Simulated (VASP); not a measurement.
# Zn (Fm-3m) in VASP: further runs

The runs below take Zn through single point, relaxation of cell and atoms, with PBE.

Program: VASP 6.6.1. These are calculated values, not measurements. Logs are shortened: lines on timing, memory, paths and dates and some standing lists are left out, and cuts for length are marked.

### 1 The cell of the first run

It takes space group Fm-3m (No. 225, cubic). The conventional cell has a = 3.927 Å, b = 3.927 Å, c = 3.927 Å, α = 90.00°, β = 90.00°, γ = 90.00°. Zn (site symmetry m-3m) has 12 Zn at 2.78 Å within 3.7 Å.

### 2 Single point, PBE

Input file INCAR:

```
SYSTEM = Zn
ALGO = Fast ; EDIFF = 1E-6
ENCUT = 520 ; GGA = PE
ISIF = 2 ; ISMEAR = 0
LASPH = .True. ; LCHARG = .False.
LREAL = .False. ; LWAVE = .False.
NBANDS = 12 ; NELM = 100
PREC = Accurate ; SIGMA = 0.1
```

Input file KPOINTS:

```
k-points
0
Gamma
  16 16 16
  0 0 0
```

Input file POSCAR:

```
Zn
1.0
    0.0000000000      1.9634652250      1.9634652250
    1.9634652250      0.0000000000      1.9634652250
    1.9634652250      1.9634652250      0.0000000000
Zn
1
Direct
    0.0000000000      0.0000000000      0.0000000000
```

Potentials or basis: VASP PAW PBE potentials, release 64 (Zn).

Run with:

```sh
cat potpaw_PBE.64/Zn/POTCAR > POTCAR
mpirun -np 1 vasp_std > vasp.out
```

OUTCAR:

```text
SYSTEM = Zn
   EDIFF = 1E-6
   ENCUT = 520
   GGA = PE
   ISIF = 2
   ISMEAR = 0
   LASPH = .True.
   LREAL = .False.
   NELM = 100
   PREC = Accurate

 ion  position               nearest neighbor table
   1  0.000  0.000  0.000-

  LATTYP: Found a face centered cubic cell.
 ALAT       =     3.9269304500

  Lattice vectors:

 A1 = (   0.0000000000,   1.9634652250,   1.9634652250)
 A2 = (   1.9634652250,   0.0000000000,   1.9634652250)
 A3 = (   1.9634652250,   1.9634652250,   0.0000000000)

Analysis of symmetry for initial positions (statically):
=====================================================================
 Subroutine PRICEL returns:
 Original cell was already a primitive cell.

 Routine SETGRP: Setting up the symmetry group for a
 face centered cubic supercell.

 Subroutine GETGRP returns: Found 48 space group operations
 (whereof 48 operations were pure point group operations)
 out of a pool of 48 trial point group operations.

The static configuration has the point symmetry O_h .

Analysis of symmetry for dynamics (positions and initial velocities):
=====================================================================
 Subroutine PRICEL returns:
 Original cell was already a primitive cell.

 Routine SETGRP: Setting up the symmetry group for a
 face centered cubic supercell.

 Subroutine GETGRP returns: Found 48 space group operations
 (whereof 48 operations were pure point group operations)
 out of a pool of 48 trial point group operations.

The dynamic configuration has the point symmetry O_h .

 Subroutine INISYM returns: Found 48 space group operations
 (whereof 48 operations are pure point group operations),
 and found     1 'primitive' translations

----------------------------------------------------------------------------------------

                                     Primitive cell

  volume of cell :      15.1391

  direct lattice vectors                    reciprocal lattice vectors
     0.000000000  1.963465225  1.963465225    -0.254651824  0.254651824  0.254651824
     1.963465225  0.000000000  1.963465225     0.254651824 -0.254651824  0.254651824
     1.963465225  1.963465225  0.000000000     0.254651824  0.254651824 -0.254651824

  length of vectors
     2.776759150  2.776759150  2.776759150     0.441069897  0.441069897  0.441069897

  position of ions in fractional coordinates (direct lattice)
     0.000000000  0.000000000  0.000000000

[... 77 lines left out ...]
   EDIFFG = 0.1E-04   stopping-criterion for IOM
   NSW    =      0    number of steps for IOM
   IBRION =     -1    ionic relax: 0-MD 1-quasi-New 2-CG
   NFREE  =      0    steps in history (QN), initial steepest desc. (CG)
   ISIF   =      2    stress and relaxation
   ISYM   =      2    0-nonsym 1-usesym 2-fastsym
   POTIM  = 0.5000    time-step for ionic-motion
   TEBEG  =    0.0;   TEEND  =   0.0 temperature during run
   PSTRESS=    0.0 pullay stress
   NELECT =      12.0000    total number of electrons
   NUPDOWN=      -1.0000    fix difference up-down
   EMIN   =  10.00;   EMAX   =-10.00  energy-range for DOS
   EFERMI =   0.00;   METHOD = LEGACY
   ISMEAR =     0;   SIGMA  =   0.10  broadening in eV -4-tet -1-fermi 0-gaus
   EFERMI_NEDOS =   21; number of points for ismear=-14 and -15
   IALGO  =     68    algorithm
   IMIX   =      4    mixing-type and parameters
     AMIX     =   0.40;   BMIX     =  1.00
     AMIX_MAG =   1.60;   BMIX_MAG =  1.00
  volume/ion in A,a.u.               =      15.14       102.16
  Fermi-wavevector in a.u.,A,eV,Ry     =   1.515079  2.863085 31.231702  2.295465
  Thomas-Fermi vector in A             =   2.624651
   LORBIT       =      0    0 simple, 1 ext, 2 COOP (PROOUT), +10 PAW based schemes
   GGA     = PE    functional components
   LHFCALC =     F    Hartree Fock is set to
   AEXX    =    0.0000 exact exchange contribution
   IVDW    =     0    specifies the selected vdW correction
   LEPSILON=     F    determine dielectric tensor
   LRPA    =     F    only Hartree local field effects (RPA)
 non-spin polarized calculation
 RMM-DIIS sequential band-by-band and
 Gauss-broadening in eV      SIGMA  =   0.10
  energy-cutoff  :      520.00
  volume of cell :       15.14
 maximum number of plane-waves:       419
 NGX is ok and might be reduce to    24
   NGX = 11   NGY = 11   NGZ = 11

 number of electron      12.0000009 magnetization

 Free energy of the ion-electron system (eV)
  ---------------------------------------------------
  ext. energy  EPLUGINS =         0.00000000
  ---------------------------------------------------
  free energy    TOTEN  =        -1.08080442 eV

  energy without entropy =       -1.07864207  energy(sigma->0) =       -1.07972325

 E-fermi :   3.1046     XC(G=0): -11.5882

 val. band max:        3.0421740154   @ k =  -0.3750   0.2500   0.0625
 cond. band min:       3.1224880879   @ k =  -0.3750   0.1875   0.0625
 fundamental gap:      0.0803140725
 Fermi energy:         3.1046190963

 k-point     1 :       0.0000    0.0000    0.0000
  band No.  band energies     occupation
      1      -7.2730      2.00000
      2      -4.5304      2.00000
      3      -4.5304      2.00000
      4      -4.5304      2.00000
      5      -4.1493      2.00000
      6      -4.1493      2.00000
      7      21.3956      0.00000
      8      21.3956      0.00000
      9      21.3956      0.00000
     10      22.0044      0.00000
     11      24.1694      0.00000
     12      24.1694      0.00000
[... 331 lines left out ...]
 k-point    24 :      -0.0625    0.0625    0.0000
  band No.  band energies     occupation
      1      -6.9601      2.00000
      2      -4.5612      2.00000
      3      -4.4983      2.00000
      4      -4.4872      2.00000
      5      -4.1754      2.00000
      6      -4.1403      2.00000
      7      18.2896      0.00000
      8      18.4809      0.00000
      9      21.7084      0.00000
     10      22.1246      0.00000
     11      24.3982      0.00000
     12      25.7636      0.00000

 [... further k-points ...]
[... 5 lines left out ...]
  --------------------------------------------------------------------------------------
  -------------------------------------------------------------------------------------
  Total        0.0210305      0.0210305      0.0210305     -0.0000000      0.0000000     -0.0000000
  in kB        2.2256719      2.2256719      2.2256719     -0.0000000      0.0000000     -0.0000000
  external PRESSURE =       2.2256719 kB  Pullay stress =       0.0000000 kB

 VOLUME and BASIS-vectors are now :
 -----------------------------------------------------------------------------
  energy-cutoff  :      520.00
  volume of cell :       15.14
      direct lattice vectors                 reciprocal lattice vectors
     0.000000000  1.963465225  1.963465225    -0.254651824  0.254651824  0.254651824
     1.963465225  0.000000000  1.963465225     0.254651824 -0.254651824  0.254651824
     1.963465225  1.963465225  0.000000000     0.254651824  0.254651824 -0.254651824

 POSITION                                       TOTAL-FORCE (eV/Angst)
 -----------------------------------------------------------------------------------
      0.00000      0.00000      0.00000        -0.000000     -0.000000      0.000000
 -----------------------------------------------------------------------------------
    total drift:                               -0.000000      0.000000     -0.000000

  FREE ENERGIE OF THE ION-ELECTRON SYSTEM (eV)
  ---------------------------------------------------
  free  energy   TOTEN  =        -1.0808044181 eV

  energy  without entropy=       -1.0786420725  energy(sigma->0) =       -1.07972325
```

OSZICAR:

```text
N       E                     dE             d eps       ncg     rms          rms(c)
DAV:   1     0.427500112862E+02    0.42750E+02   -0.66649E+03  3552   0.159E+03
DAV:   2     0.597822130671E-01   -0.42690E+02   -0.39871E+02  3600   0.213E+02
DAV:   3    -0.117806614143E+01   -0.12378E+01   -0.12357E+01  4076   0.366E+01
DAV:   4    -0.118078098319E+01   -0.27148E-02   -0.27147E-02  3920   0.169E+00
DAV:   5    -0.118078302382E+01   -0.20406E-05   -0.20406E-05  4020   0.450E-02    0.281E+00
RMM:   6    -0.108735632822E+01    0.93427E-01   -0.23385E-01  4244   0.650E+00    0.220E+00
RMM:   7    -0.108321100124E+01    0.41453E-02   -0.73239E-03  4417   0.130E+00    0.107E+00
RMM:   8    -0.108082344526E+01    0.23876E-02   -0.17938E-03  4057   0.434E-01    0.549E-02
RMM:   9    -0.108082204776E+01    0.13975E-05   -0.47352E-04  4492   0.342E-01    0.673E-02
RMM:  10    -0.108080393276E+01    0.18115E-04   -0.62120E-05  4466   0.973E-02    0.714E-03
RMM:  11    -0.108080441815E+01   -0.48538E-06   -0.37768E-06  3555   0.250E-02
   1 F= -.10808044E+01 E0= -.10797232E+01  d E =-.216235E-02
```

It took 16 s on 1 thread of Intel Xeon Platinum 8259CL at 2.50GHz (Skylake/Cascade Lake), shared host; peak memory 0.15 GiB.

Results:

| Item | Value |
| --- | --- |
| Free energy | -1.0808 eV |
| Pressure | 0.2 GPa |
| Band gap on the k mesh | zero (band 6 reaches 5.35 eV, above the bottom of band 7 at 1.72 eV) |

### 3 Relaxation of cell and atoms, PBE

This run uses another cell than the first one, of 15.17 Å³/atom, 1.002 times its volume.

Input file INCAR:

```
PREC = Accurate
ENCUT = 600
EDIFF = 1E-6
ISMEAR = 0
SIGMA = 0.1
LREAL = F
LASPH = T
NELM = 60
ALGO = Normal
ISIF = 3
LWAVE = F
LCHARG = F
GGA = PE
IBRION = 2
NSW = 90
EDIFFG = -0.02
```

Input file KPOINTS:

```
regular mesh
0
Gamma
  16 16 16
```

Input file POSCAR:

```
Zn
1.0
    0.0000000000      1.9647760000      1.9647760000
    1.9647760000      0.0000000000      1.9647760000
    1.9647760000      1.9647760000      0.0000000000
Zn
1
Direct
    0.0000000000      0.0000000000      0.0000000000
```

Potentials or basis: VASP PAW PBE potentials, release 64 (Zn).

Run with:

```sh
cat potpaw_PBE.64/Zn/POTCAR > POTCAR
mpirun -np 1 vasp_std > vasp.out
```

Wall time 12 s (1 thread of Intel Xeon Platinum 8259CL at 2.50GHz (Skylake/Cascade Lake), shared host); peak memory 0.15 GiB.

The run converged. Its results:

- Free energy: -1.0806 eV
- Pressure after relaxing: 0.1 GPa
- Band gap on the k mesh: zero (band 6 reaches 5.33 eV, above the bottom of band 7 at 1.70 eV)

Final structure:
```yaml
crystal:
  lattice:
    - [0.00000, 1.96478, 1.96478]
    - [1.96478, 0.00000, 1.96478]
    - [1.96478, 1.96478, 0.00000]
  atoms:
    - { symbol: Zn, position: [0.00000, 0.00000, 0.00000] }
```

Levels at points of the mesh, in eV from the Fermi level:
```tsv
k point	band 3	band 4	band 5	band 6	band 7	band 8	band 9	band 10
(0.00, 0.00, 0.00)	-7.63	-7.63	-7.25	-7.25	18.26	18.26	18.26	18.89
(0.50, 0.00, 0.00)	-7.63	-6.97	-6.97	-2.90	-1.39	15.24	15.24	17.43
(0.50, 0.50, 0.00)	-6.98	-6.90	-6.90	-1.00	1.72	8.42	8.42	12.07
```

Caveat: the relaxation stopped at its first step, so nothing moved.
